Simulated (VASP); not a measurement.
The system is TePb.

```
Pb Te
1.0
     0.00000    3.29437    3.29437
     3.29437    0.00000    3.29437
     3.29437    3.29437    0.00000
Pb Te
1 1
Direct
  0.00000 0.00000 0.00000
  0.50000 0.50000 0.50000
```

Base run:

- Program: VASP 6.6.1
- Functional: PBEsol
- Dispersion: D3(BJ)
- Potentials or basis: VASP PAW PBE potentials, release 64 (Pb_d, Te)
- Cutoff: 520 eV
- k mesh: 7 × 7 × 7
- Occupations: fermi-dirac, width 0.05 eV
- Spin: no spin polarisation

Its results: pressure -4.0 GPa.

The run is repeated on the same cell with these changes: functional from PBEsol to RPBE. What comes out?

Pressure -9.9 GPa.

Caveats: the PAW data sets were made with another functional, which shifts forces and pressure a little.
